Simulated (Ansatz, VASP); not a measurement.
Two plane-wave programs on AlN

```
Al N
1.0
     4.37714    0.00000    0.00000
     0.00000   -4.37714    0.00000
     0.00000    0.00000   -4.37714
Al N
4 4
Cartesian
  -0.0891 -0.1260 0.0891
  2.1886 -2.1886 0.0000
  2.1886 0.0000 -2.1886
  0.0000 -2.1886 -2.1886
  3.2829 -3.2829 -3.2829
  1.0943 -1.0943 -3.2829
  1.0943 -3.2829 -1.0943
  3.2829 -1.0943 -1.0943
```

Alike in both runs: task single point; functional PBEsol; k mesh 6 × 6 × 6; occupations gaussian, width 0.05 eV; no spin polarisation.

|  | VASP | Ansatz |
| --- | --- | --- |
| version | VASP 6.6.1 | Ansatz 0.2.0 |
| potentials or method | VASP PAW PBE potentials, release 64 (Al, N), cutoff 520 eV | scalar-relativistic, plane waves, PAW |
| valence electrons in the cell | 32 | 32 |

Ansatz gave:

| Quantity | Value |
| --- | --- |
| gap on the k mesh at the Fermi level (eV) | 2.36 |
| least direct gap on the mesh (eV) | 2.36 |
| pressure (GPa) | 0.9 |
| traceless stress, the component that is largest in VASP (GPa) | 1.68 |
| rms of the force components (eV/Å) | 0.707 |

Which values does VASP return?

gap on the k mesh at the Fermi level (eV): 2.35; least direct gap on the mesh (eV): 2.35; pressure (GPa): 0.9; traceless stress, the component that is largest in VASP (GPa): 1.71; rms of the force components (eV/Å): 0.709.

VASP's potentials were made for PBE, not for PBEsol, and Ansatz warns of the same on its side. Atom by atom the forces differ by 0.004 eV/Å (rms over components).
